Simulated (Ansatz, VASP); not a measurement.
## Ca: VASP beside Ansatz

Contents of INCAR:

```
SYSTEM = Ca
  AGGAC = 1.0
  AGGAX = 1.0
  ALDAC = 0.0
  ALDAX = 1.0
  ALGO = Normal
  EDIFF = 1E-6
  ENCUT = 520
  GGA = B5
  ISIF = 2
  ISMEAR = -1
  LASPH = .True.
  LCHARG = .True.
  LELF = .True.
  LREAL = .False.
  LVHAR = .True.
  LWAVE = .False.
  NBANDS = 17
  NELM = 60
  PREC = Accurate
  SIGMA = 0.1
```

Contents of KPOINTS:

```
k-points
0
Gamma
  11 11 7
  0 0 0
```

Contents of POSCAR:

```
Ca
1.0
   -3.3507466408      3.3518830166      1.7994203779
    3.3518830166     -3.3507466408      1.7994203779
    3.3493647203      3.3493647203     -1.7973391035
Ca
2
Direct
    0.9999843972      0.0000156028      0.0000000000
    0.7500156028      0.2499843972      0.5000000000
```

Input for Ansatz:

```yaml
crystal:
  lattice:
    - [-3.3507466408, 3.3518830166, 1.7994203779]
    - [3.3518830166, -3.3507466408, 1.7994203779]
    - [3.3493647203, 3.3493647203, -1.7973391035]
  atoms:
    - { symbol: Ca, position: [0.9999843972, 1.56028e-05, 0.0] }
    - { symbol: Ca, position: [0.7500156028, 0.2499843972, 0.5] }
hamiltonian:
  xc: blyp
  pseudopotentials:
    kind: paw
    azcp:
      Ca: "pseudopotentials/Ca.paw.azcp"
basis:
  ecutwfc: 420
  fft_grid_basis: typed
kpoints:
  mp_grid: { grid: [11, 11, 7], shift: [0, 0, 0] }
magnetization:
  spin_polarized: false
scf:
  occupations: { method: fermi_dirac, width: 0.1 }
  lower_state_search: "off"
output:
  stress: true
```

Alike in both runs: task single point; functional BLYP; k mesh 11 × 11 × 7; occupations fermi-dirac, width 0.1 eV; no spin polarisation.

|  | VASP | Ansatz |
| --- | --- | --- |
| version | VASP 6.6.1 | Ansatz 0.2.0 |
| potentials or method | VASP PAW PBE potentials, release 64 (Ca_sv), cutoff 520 eV | plane waves (420 eV) with PAW, scalar-relativistic |
| valence electrons in the cell | 20 | 20 |

```csv
,VASP,Ansatz,Ansatz less VASP
pressure (GPa),1.1,1.1,0.00
"traceless stress, the component that is largest in VASP (GPa)",0.16,0.15,-0.004
```

VASP's potentials were made for PBE, not for BLYP. The functional is the same, so the differences come from potentials, cutoffs and numerics.
